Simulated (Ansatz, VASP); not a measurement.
Two plane-wave programs on ScBi2

```xyz
3
Lattice="5.4708 0.0000 0.0000 -2.7354 4.7379 0.0000 0.0000 0.0000 3.3868" Properties=species:S:1:pos:R:3 pbc="T T T"
Sc    0.0000    0.0000    0.0000
Bi    0.0000    3.1586    1.6934
Bi    2.7354    1.5793    1.6934
```

Alike in both runs: functional PBE; k mesh 6 × 6 × 4; occupations gaussian, width 0.1 eV; no spin polarisation.

Ansatz relaxed the structure, and its values are those at the end. VASP's run is a single point on that final structure, the one shown.

```csv
,VASP,Ansatz
version,VASP 6.6.1,Ansatz 0.2.0
potentials or method,"VASP PAW PBE potentials, release 64 (Sc_sv, Bi_d), cutoff 520 eV","scalar-relativistic, plane waves, PAW"
valence electrons in the cell,41,41
```

```csv
,VASP,Ansatz,Ansatz less VASP
gap on the k mesh at the Fermi level (eV),none,none,-
pressure (GPa),-0.2,-0.2,+0.04
```

A gap of «none» marks a metal or a gap that the smearing closes.

The k mesh is coarse, so the values compare programs but aren't converged. Spin-orbit coupling is off throughout.
